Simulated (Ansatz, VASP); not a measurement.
Two plane-wave programs on PbSe

File INCAR:

```
SYSTEM = PbSe
ALGO = Normal
EDIFF = 1E-6
ENCUT = 500
GGA = PE
GGA_COMPAT = .False.
ISIF = 2
ISMEAR = 0
LASPH = .True.
LCHARG = .True.
LELF = .True.
LREAL = .False.
LVHAR = .True.
LWAVE = .False.
NBANDS = 17
NELM = 120
PREC = Accurate
SIGMA = 0.05
```

The input KPOINTS:

```
k-points
0
Gamma
  6 6 6
  0 0 0
```

POSCAR

```
PbSe
1.0
    0.0000000000      3.0842268718      3.0842268718
    3.0842268718      0.0000000000      3.0842268718
    3.0842268718      3.0842268718      0.0000000000
Pb Se
1 1
Direct
    0.5000000000      0.5000000000      0.5000000000
    0.0000000000      0.0000000000      0.0000000000
```

Input for Ansatz:

```yaml
crystal:
  lattice:
    - [0.0, 3.0842268718, 3.0842268718]
    - [3.0842268718, 0.0, 3.0842268718]
    - [3.0842268718, 3.0842268718, 0.0]
  atoms:
    - { symbol: Pb, position: [0.5, 0.5, 0.5] }
    - { symbol: Se, position: [0.0, 0.0, 0.0] }
basis:
  ecutwfc: 420
  ecutrho_ratio: 4
kpoints:
  mp_grid: { grid: [6, 6, 6] }
hamiltonian:
  xc: pbe
scf:
  occupations: { method: gaussian, width: 0.05 }
output:
  forces: true
  stress: true
  eigenvalues: true
```

Alike in both runs: task single point; functional PBE; k mesh 6 × 6 × 6; occupations gaussian, width 0.05 eV; no spin polarisation.

|  | VASP | Ansatz |
| --- | --- | --- |
| version | VASP 6.6.1 | Ansatz 0.2.0 |
| potentials or method | VASP PAW PBE potentials, release 64 (Pb_d, Se), cutoff 500 eV | scalar-relativistic, plane waves, PAW |
| valence electrons in the cell | 20 | 30 |

Ansatz gave:

```
gap on the k mesh at the Fermi level (eV) : 0.36
least direct gap on the mesh (eV)         : 0.36
pressure (GPa)                            : 1.1
```

Problem. Estimate VASP's values.

Solution. gap on the k mesh at the Fermi level (eV): 0.37; least direct gap on the mesh (eV): 0.37; pressure (GPa): 1.1.

VASP's potentials hold 20 valence electrons a cell and Ansatz's 30, so a difference there can come from the potentials and not from the codes.

Spin-orbit coupling is off throughout.
